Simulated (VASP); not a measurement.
**AlN: single point with PBE0**

AlN:

```
Al N
1.0
     0.00000    2.18488    2.18488
     2.18488    0.00000    2.18488
     2.18488    2.18488    0.00000
Al N
1 1
Direct
  0.00000 0.00000 0.00000
  0.75000 0.75000 0.75000
```

```json
{"Program": "VASP 6.6.1", "Task": "single point", "Functional": "PBE0", "Potentials or basis": "VASP PAW PBE potentials, release 64 (Al, N)", "Cutoff": "520 eV", "k mesh": "8 × 8 × 8", "Occupations": "gaussian, width 0.01 eV", "Spin": "no spin polarisation", "Dipole correction": "no", "Grid for exact exchange (PRECFOCK)": "Normal", "Further INCAR settings": "ALGO = Normal; EDIFF = 1e-06; NBANDS = 11", "Share of exact exchange": "0.25"}
```

```
Pressure               : -0.8 GPa
Band gap on the k mesh : 5.29 eV (least direct gap 6.27 eV)
```

Levels at points of the mesh, in eV from the valence-band top:
```
           k point  band 1  band 2  band 3  band 4  band 5  band 6  band 7  band 8  band 9
(0.00, 0.00, 0.00)  -16.51    0.00    0.00    0.00    6.27   15.01   15.01   15.01   20.38
(0.50, 0.00, 0.00)  -14.32   -6.39   -0.54   -0.54    9.62   12.41   13.53   13.53   20.67
(0.50, 0.50, 0.00)  -13.64   -5.36   -1.96   -1.96    5.29   10.84   16.87   18.60   18.60
```

Run time: 33 min on 1 thread of Intel Xeon 8259CL (shared host), peak memory 0.16 GiB.

Caveat: the PAW data sets were made with another functional, which shifts forces and pressure a little. A k mesh can miss the band edges.
